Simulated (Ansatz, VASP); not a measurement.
## Sn: VASP beside Ansatz

```xyz
1
Lattice="-1.7544 1.7546 2.1675 1.7544 -1.7546 2.1675 1.7544 1.7546 -2.1675" Properties=species:S:1:pos:R:3 pbc="T T T"
Sn    0.0000    0.0000    0.0000
```

Alike in both runs: task single point; functional PBE; dispersion D3(BJ); k mesh 24 × 24 × 24; occupations gaussian, width 0.15 eV; no spin polarisation.

|  | VASP | Ansatz |
| --- | --- | --- |
| version | VASP 6.6.1 | Ansatz 0.2.0 |
| potentials or method | VASP PAW PBE potentials, release 64 (Sn_d), cutoff 520 eV | scalar-relativistic, plane waves, PAW |
| valence electrons in the cell | 14 | 14 |

|  | VASP | Ansatz | Ansatz less VASP |
| --- | --- | --- | --- |
| gap on the k mesh at the Fermi level (eV) | none | none | - |
| pressure (GPa) | -0.1 | 0.0 | +0.04 |

A gap of «none» marks a metal or a gap that the smearing closes.
